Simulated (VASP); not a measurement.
# CsCl: relaxation of cell and atoms with r2SCAN

The system is CsCl.

```
Cs Cl
1.0
     4.12300    0.00000    0.00000
     0.00000    4.12300    0.00000
     0.00000    0.00000    4.12300
Cs Cl
1 1
Direct
  0.00000 0.00000 0.00000
  0.50000 0.50000 0.50000
```

| Quantity | Value |
| --- | --- |
| Program | VASP 6.6.1 |
| Task | relaxation of cell and atoms |
| Functional | r2SCAN |
| Potentials or basis | VASP PAW PBE potentials, release 64 (Cs_sv, Cl) |
| Cutoff | 550 eV |
| k mesh | 10 × 10 × 10 |
| Occupations | fermi-dirac, width 0.1 eV |
| Spin | no spin polarisation |
| Dipole correction | no |
| Further INCAR settings | ALGO = Normal; EDIFF = 1e-07; IBRION = 2; EDIFFG = -0.002; NSW = 100; ISIF = 3 |

| Item | Value |
| --- | --- |
| Relaxed volume | 35.57 Å³/atom |
| Relaxed cell | a = 4.144 Å, b = 4.144 Å, c = 4.144 Å, α = 90.00°, β = 90.00°, γ = 90.00° |
| Space group after relaxing (to 0.1 Å) | Pm-3m (No. 221) |
| Energy gained by relaxing | 0.4 meV/atom |
| Ionic steps | 3 |
| Pressure after relaxing | 0.0 GPa |
| Band gap on the k mesh | 5.91 eV |

The path:
```csv
step,energy change (eV),largest force (eV/Å),pressure (GPa),volume (Å³)
1,0.0000,0.0000,0.28,70.09
2,-0.0008,0.0000,0.11,70.71
3,-0.0009,0.0000,-0.01,71.14
```

Final structure:
```
Cs Cl
1.0
     4.14361    0.00000    0.00000
     0.00000    4.14361    0.00000
     0.00000    0.00000    4.14361
Cs Cl
1 1
Direct
  0.00000 0.00000 0.00000
  0.50000 0.50000 0.50000
```

Levels at points of the mesh, in eV from the valence-band top:
| k point | band 4 | band 5 | band 6 | band 7 | band 8 | band 9 | band 10 | band 11 | band 12 |
| --- | --- | --- | --- | --- | --- | --- | --- | --- | --- |
| (0.00, 0.00, 0.00) | -6.03 | -6.03 | 0.00 | 0.00 | 0.00 | 5.91 | 5.91 | 5.98 | 10.69 |
| (0.50, 0.00, 0.00) | -5.89 | -5.89 | -1.12 | -0.22 | -0.22 | 6.94 | 8.23 | 9.56 | 9.89 |
| (0.50, 0.50, 0.00) | -6.78 | -5.81 | -0.43 | -0.43 | -0.05 | 6.55 | 6.64 | 8.62 | 8.62 |
| (0.50, 0.50, 0.50) | -6.55 | -6.55 | -1.06 | -1.06 | -1.06 | 9.12 | 9.12 | 9.12 | 11.23 |

Wall time 5.5 min on 1 thread of Oxide Virtual Turin-like Processor, on a shared host, peak memory 0.19 GiB.

Caveat: the PAW data sets were made with another functional, which shifts forces and pressure a little; spin-orbit coupling is left out, which moves the levels of the heavy elements. Zero-point motion and thermal expansion aren't in these numbers.
